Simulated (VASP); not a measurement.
# ZnO (zincite) (P6_3mc) in VASP: notebook, part 2 of 2

VASP 6.6.1.

### Step 3. Single point, PBE

This run uses another cell than the first one, of 12.85 Å³/atom, 1.025 times its volume.

Input file INCAR:

```
SYSTEM = ZnO
PREC = Accurate
ENCUT = 520
EDIFF = 1E-6
ISMEAR = 0
SIGMA = 0.01
LREAL = .False.
LASPH = .True.
NELM = 60
ALGO = Normal
ISIF = 2
LWAVE = .False.
LCHARG = .True.
GGA = PE
LELF = .True.
LVHAR = .True.
NBANDS = 26
```

Input file KPOINTS:

```
regular mesh
0
Gamma
  12 12 4
  0 0 0
```

Input file POSCAR:

```
ZnO
1.0
    3.3337431140      0.0000000000      0.0000000000
   -1.6668715570      2.8871059466      0.0000000000
    0.0000000000      0.0000000000      5.3409823052
Zn O
2 2
Direct
    0.3333333333      0.6666666667      0.5000000000
    0.6666666667      0.3333333333      0.0000000000
    0.6666666667      0.3333333333      0.3790100000
    0.3333333333      0.6666666667      0.8790100000
```

Potentials or basis: VASP PAW PBE potentials, release 64 (Zn, O).

Run with:

```sh
cat potpaw_PBE.64/Zn/POTCAR potpaw_PBE.64/O/POTCAR > POTCAR
mpirun -np 1 vasp_std > vasp.out
```

OUTCAR:

```text
SYSTEM = ZnO
   PREC = Accurate
   ENCUT = 520
   EDIFF = 1E-6
   ISMEAR = 0
   LREAL = .False.
   LASPH = .True.
   NELM = 60
   ISIF = 2
   GGA = PE

 ion  position               nearest neighbor table
   1  0.333  0.667  0.500-   4 2.02   3 2.03   3 2.03   3 2.03
   2  0.667  0.333  0.000-   3 2.02   4 2.03   4 2.03   4 2.03
   3  0.667  0.333  0.379-   2 2.02   1 2.03   1 2.03   1 2.03
   4  0.333  0.667  0.879-   1 2.02   2 2.03   2 2.03   2 2.03

  LATTYP: Found a hexagonal cell.
 ALAT       =     3.3337431140
 C/A-ratio  =     1.6020977390

  Lattice vectors:

 A1 = (   3.3337431140,   0.0000000000,   0.0000000000)
 A2 = (  -1.6668715570,   2.8871059466,   0.0000000000)
 A3 = (   0.0000000000,   0.0000000000,   5.3409823052)

Analysis of symmetry for initial positions (statically):
=====================================================================
 Subroutine PRICEL returns:
 Original cell was already a primitive cell.

 Routine SETGRP: Setting up the symmetry group for a
 hexagonal supercell.

 Subroutine GETGRP returns: Found 12 space group operations
 (whereof  6 operations were pure point group operations)
 out of a pool of 24 trial point group operations.

The static configuration has the point symmetry C_3v.
 The point group associated with its full space group is C_6v.

Analysis of symmetry for dynamics (positions and initial velocities):
=====================================================================
 Subroutine PRICEL returns:
 Original cell was already a primitive cell.

 Routine SETGRP: Setting up the symmetry group for a
 hexagonal supercell.

 Subroutine GETGRP returns: Found 12 space group operations
 (whereof  6 operations were pure point group operations)
 out of a pool of 24 trial point group operations.

The dynamic configuration has the point symmetry C_3v.
 The point group associated with its full space group is C_6v.

 Subroutine INISYM returns: Found 12 space group operations
 (whereof  6 operations are pure point group operations),
 and found     1 'primitive' translations

----------------------------------------------------------------------------------------

                                     Primitive cell

  volume of cell :      51.4063

  direct lattice vectors                    reciprocal lattice vectors
     3.333743114  0.000000000  0.000000000     0.299963124  0.173183807  0.000000000
    -1.666871557  2.887105947  0.000000000     0.000000000  0.346367615  0.000000000
     0.000000000  0.000000000  5.340982305     0.000000000  0.000000000  0.187231476

  length of vectors
     3.333743114  3.333742872  5.340982305     0.346367589  0.346367615  0.187231476

  position of ions in fractional coordinates (direct lattice)
     0.333333333  0.666666667  0.500000000
     0.666666667  0.333333333  0.000000000
     0.666666667  0.333333333  0.379010000
     0.333333333  0.666666667  0.879010000

  ion indices of the primitive-cell ions
   primitive index   ion index
                 1           1
                 2           2
                 3           3
                 4           4

----------------------------------------------------------------------------------------

 KPOINTS: regular mesh

Automatic generation of k-mesh.
 Grid dimensions read from file:
 generate k-points for:   12   12    4

 Generating k-lattice:

  Cartesian coordinates                     Fractional coordinates (reciprocal lattice)
     0.024996927  0.014431984  0.000000000     0.083333333  0.000000000  0.000000000
     0.000000000  0.028863968  0.000000000     0.000000000  0.083333333  0.000000000
     0.000000000  0.000000000  0.046807869     0.000000000  0.000000000  0.250000000

  Length of vectors
     0.028863966  0.028863968  0.046807869

  Shift w.r.t. Gamma in fractional coordinates (k-lattice)
     0.000000000  0.000000000  0.000000000

 Subroutine IBZKPT returns following result:
 ===========================================

 Found     57 irreducible k-points:

 Following reciprocal coordinates:
            Coordinates               Weight
  0.000000  0.000000  0.000000      1.000000
  0.083333  0.000000  0.000000      6.000000
  0.166667  0.000000  0.000000      6.000000
  0.250000  0.000000  0.000000      6.000000
  0.333333  0.000000  0.000000      6.000000
  0.416667  0.000000  0.000000      6.000000
[... 16 lines left out ...]
  0.250000  0.000000  0.250000     12.000000
  0.333333  0.000000  0.250000     12.000000
 [... further k-points ...]
   k-points           NKPTS =     57   k-points in BZ     NKDIM =     57   number of bands    NBANDS=     26
   number of dos      NEDOS =    301   number of ions     NIONS =      4
   total plane-waves  NPLWV =  31360
   dimension x,y,z NGX =    28 NGY =   28 NGZ =   40
   dimension x,y,z NGXF=    56 NGYF=   56 NGZF=   80
   ions per type =               2   2
   NGX,Y,Z   is equivalent  to a cutoff of  13.96, 13.96, 12.45 a.u.
   NGXF,Y,Z  is equivalent  to a cutoff of  27.93, 27.93, 24.90 a.u.
 SYSTEM =  ZnO
   PREC   = accura    normal or accurate (medium, high low for compatibility)
   ISTART =      0    job   : 0-new  1-cont  2-samecut
   ICHARG =      2    charge: 1-file 2-atom 10-const
   ISPIN  =      1    spin polarized calculation?
   LNONCOLLINEAR =      F non collinear calculations
   LSORBIT =      F    spin-orbit coupling
   LASPH  =      T    aspherical Exc in radial PAW
   ENCUT  =  520.0 eV  38.22 Ry    6.18 a.u.   6.20  6.20  9.93*2*pi/ulx,y,z
   NELM   =     60;   NELMIN=  2; NELMDL= -5     # of ELM steps
   EDIFF  = 0.1E-05   stopping-criterion for ELM
   LREAL  =      F    real-space projection
   EDIFFG = 0.1E-04   stopping-criterion for IOM
   NSW    =      0    number of steps for IOM
   IBRION =     -1    ionic relax: 0-MD 1-quasi-New 2-CG
   NFREE  =      0    steps in history (QN), initial steepest desc. (CG)
   ISIF   =      2    stress and relaxation
   ISYM   =      2    0-nonsym 1-usesym 2-fastsym
   POTIM  = 0.5000    time-step for ionic-motion
   TEBEG  =    0.0;   TEEND  =   0.0 temperature during run
   PSTRESS=    0.0 pullay stress
   NELECT =      36.0000    total number of electrons
   NUPDOWN=      -1.0000    fix difference up-down
   EMIN   =  10.00;   EMAX   =-10.00  energy-range for DOS
   EFERMI =   0.00;   METHOD = LEGACY
   ISMEAR =     0;   SIGMA  =   0.01  broadening in eV -4-tet -1-fermi 0-gaus
   EFERMI_NEDOS =   21; number of points for ismear=-14 and -15
   IALGO  =     38    algorithm
   IMIX   =      4    mixing-type and parameters
     AMIX     =   0.40;   BMIX     =  1.00
     AMIX_MAG =   1.60;   BMIX_MAG =  1.00
  volume/ion in A,a.u.               =      12.85        86.73
  Fermi-wavevector in a.u.,A,eV,Ry     =   1.453797  2.747277 28.756250  2.113525
  Thomas-Fermi vector in A             =   2.571022
   LORBIT       =      0    0 simple, 1 ext, 2 COOP (PROOUT), +10 PAW based schemes
   GGA     = PE    functional components
   LHFCALC =     F    Hartree Fock is set to
   AEXX    =    0.0000 exact exchange contribution
   IVDW    =     0    specifies the selected vdW correction
   LEPSILON=     F    determine dielectric tensor
   LRPA    =     F    only Hartree local field effects (RPA)
 non-spin polarized calculation
 Gauss-broadening in eV      SIGMA  =   0.01
  energy-cutoff  :      520.00
  volume of cell :       51.41
 maximum number of plane-waves:      1400
 NGX is ok and might be reduce to    28
   NGX = 13   NGY = 13   NGZ = 19

 number of electron      36.0000020 magnetization

 Free energy of the ion-electron system (eV)
  ---------------------------------------------------
  ext. energy  EPLUGINS =         0.00000000
  ---------------------------------------------------
  free energy    TOTEN  =       -17.83874543 eV

  energy without entropy =      -17.83874543  energy(sigma->0) =      -17.83874543

 E-fermi :   0.6185     XC(G=0): -10.5071

 val. band max:        0.5355674609   @ k =   0.0000   0.0000   0.0000
 cond. band min:       1.2094927030   @ k =   0.0000   0.0000   0.0000
 fundamental gap:      0.6739252421
 Fermi energy:         0.6184617172

 k-point     1 :       0.0000    0.0000    0.0000
  band No.  band energies     occupation
      1     -16.9655      2.00000
      2     -16.3463      2.00000
      3      -4.8185      2.00000
      4      -4.8185      2.00000
      5      -4.7883      2.00000
      6      -4.6457      2.00000
[... 18 lines left out ...]
     25      14.1402      0.00000
     26      14.1662      0.00000
[... 644 lines left out ...]
      4      -4.8798      2.00000
      5      -4.5957      2.00000
      6      -4.4799      2.00000
[... 18 lines left out ...]
     25      13.5135      0.00000
     26      13.9237      0.00000

 [... further k-points ...]
[... 5 lines left out ...]
  --------------------------------------------------------------------------------------
  -------------------------------------------------------------------------------------
  Total       -1.4790924     -1.4790921     -1.0306913      0.0000000     -0.0000000      0.0000000
  in kB      -46.0988288    -46.0988198    -32.1235243      0.0000000     -0.0000000      0.0000000
  external PRESSURE =     -41.4403910 kB  Pullay stress =       0.0000000 kB

 VOLUME and BASIS-vectors are now :
 -----------------------------------------------------------------------------
  energy-cutoff  :      520.00
  volume of cell :       51.41
      direct lattice vectors                 reciprocal lattice vectors
     3.333743114  0.000000000  0.000000000     0.299963124  0.173183807  0.000000000
    -1.666871557  2.887105947  0.000000000     0.000000000  0.346367615  0.000000000
     0.000000000  0.000000000  5.340982305     0.000000000  0.000000000  0.187231476

 POSITION                                       TOTAL-FORCE (eV/Angst)
 -----------------------------------------------------------------------------------
     -0.00000      1.92474      2.67049        -0.000000      0.000000     -0.048288
      1.66687      0.96237      0.00000         0.000000     -0.000000     -0.048288
      1.66687      0.96237      2.02429         0.000000     -0.000000      0.048288
     -0.00000      1.92474      4.69478        -0.000000     -0.000000      0.048288
 -----------------------------------------------------------------------------------
    total drift:                                0.000000      0.000000     -0.000787

  FREE ENERGIE OF THE ION-ELECTRON SYSTEM (eV)
  ---------------------------------------------------
  free  energy   TOTEN  =       -17.8387454302 eV

  energy  without entropy=      -17.8387454302  energy(sigma->0) =      -17.83874543
```

OSZICAR:

```text
N       E                     dE             d eps       ncg     rms          rms(c)
DAV:   1     0.293823601382E+03    0.29382E+03   -0.18202E+04  2988   0.198E+03
DAV:   2     0.111493259788E+02   -0.28267E+03   -0.26457E+03  3114   0.407E+02
DAV:   3    -0.204501097034E+02   -0.31599E+02   -0.31172E+02  3270   0.138E+02
DAV:   4    -0.210936150566E+02   -0.64351E+00   -0.64207E+00  3278   0.202E+01
DAV:   5    -0.210967899082E+02   -0.31749E-02   -0.31747E-02  3228   0.148E+00    0.134E+01
DAV:   6    -0.176850257809E+02    0.34118E+01   -0.69071E+00  4698   0.640E+01    0.792E+00
DAV:   7    -0.178798054375E+02   -0.19478E+00   -0.29740E+00  3094   0.175E+01    0.481E+00
DAV:   8    -0.178867682466E+02   -0.69628E-02   -0.54231E-01  3932   0.720E+00    0.163E+00
DAV:   9    -0.178364536170E+02    0.50315E-01   -0.10582E-01  4278   0.637E+00    0.305E-01
DAV:  10    -0.178385743289E+02   -0.21207E-02   -0.32375E-02  3014   0.143E+00    0.114E-01
DAV:  11    -0.178387646026E+02   -0.19027E-03   -0.11317E-03  3316   0.793E-01    0.716E-02
DAV:  12    -0.178387312509E+02    0.33352E-04   -0.29920E-04  4084   0.500E-01    0.163E-02
DAV:  13    -0.178387507017E+02   -0.19451E-04   -0.62463E-05  3064   0.718E-02    0.192E-02
DAV:  14    -0.178387457661E+02    0.49356E-05   -0.14055E-05  3370   0.327E-02    0.289E-03
DAV:  15    -0.178387454302E+02    0.33588E-06   -0.98442E-07  2114   0.148E-02
   1 F= -.17838745E+02 E0= -.17838745E+02  d E =-.281405E-34
```

stdout:

```text
POSCAR found type information on POSCAR ZnO
 POSCAR found :  2 types and       4 ions
 scaLAPACK will be used
 LDA part: xc-table for (Slater+PW92), standard interpolation
 POSCAR, INCAR and KPOINTS ok, starting setup
 FFT: planning ... GRIDC
 FFT: planning ... GRID_SOFT
 FFT: planning ... GRID
 WAVECAR not read
 entering main loop
```

It took 86 s on 1 thread of AMD EPYC 7R13 (Zen 3), shared host; peak memory 0.18 GiB.

What came out:

| Property | Result |
| --- | --- |
| Free energy | -17.8387 eV |
| Pressure | -4.1 GPa |
| Largest force | 0.048 eV/Å |
| Band gap on the k mesh | 0.67 eV, direct |

Forces on the atoms (eV/Å):
```
Zn   0.000  0.000 -0.048
Zn   0.000  0.000 -0.048
O    0.000  0.000  0.048
O    0.000  0.000  0.048
```

Stress tensor (GPa, compression positive):
```
-4.61  0.00  0.00
 0.00 -4.61  0.00
 0.00  0.00 -3.21
```

Levels at points of the mesh, in eV from the valence-band top:
```
           k point  band 15  band 16  band 17  band 18  band 19  band 20  band 21  band 22
(0.00, 0.00, 0.00)    -0.72    -0.05     0.00     0.00     0.67     4.92     8.00    12.45
(0.50, 0.00, 0.00)    -2.60    -2.03    -1.16    -0.73     5.44     6.76     7.52     7.95
(0.00, 0.00, 0.50)    -0.36    -0.36    -0.36    -0.36     3.27     3.27     9.80     9.80
(0.50, 0.00, 0.50)    -1.35    -1.35    -1.22    -1.22     5.57     5.57     7.99     7.99
```

### Step 4. Against experiment

Step 2. Measured gap of ZnO: 3.37 eV (quoted in “Electronic structure of alkaline earth and post-transition metal oxides”, 2009, arxiv:0908.1581). This calculation gives 0.71 eV (-2.66 eV). So large a miss can be the level of theory's own, or it may mean another phase, state or a wrong row. The value is that of PBE, without temperature or zero-point motion. Semilocal functionals fall short of measured gaps as a rule.
